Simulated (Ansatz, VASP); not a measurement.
# Two plane-wave programs on TaN

```
Ta N
1.0
     5.19963    0.00000    0.00000
    -2.59981    4.50301    0.00000
     0.00000    0.00000    2.91036
Ta N
3 3
Cartesian
  0.0000 3.0020 1.4552
  2.5998 1.5010 1.4552
  0.0000 0.0000 0.0000
  2.0404 0.0000 0.0000
  1.5796 2.7360 0.0000
  -1.0202 1.7670 0.0000
```

Alike in both runs: task single point; functional r2SCAN; k mesh 12 × 12 × 18; occupations gaussian, width 0.15 eV; no spin polarisation.

|  | VASP | Ansatz |
| --- | --- | --- |
| version | VASP 6.6.1 | Ansatz 0.2.0 |
| potentials or method | VASP PAW PBE potentials, release 64 (Ta_pv, N), cutoff 520 eV | scalar-relativistic, plane waves, PAW |
| valence electrons in the cell | 48 | 54 |

Ansatz gave:

* gap on the k mesh at the Fermi level (eV): none
* pressure (GPa): 0.0
* traceless stress, the component that is largest in VASP (GPa): -0.19

Task: What did VASP give for the same quantities?

Result: gap on the k mesh at the Fermi level (eV): none; pressure (GPa): 1.6; traceless stress, the component that is largest in VASP (GPa): -0.29.

VASP's potentials were made for PBE, not for r2SCAN. A gap of «none» marks a metal or a gap that the smearing closes. VASP's potentials hold 48 valence electrons a cell and Ansatz's 54, so a difference there can come from the potentials and not from the codes.

Neither program's run includes spin-orbit coupling.
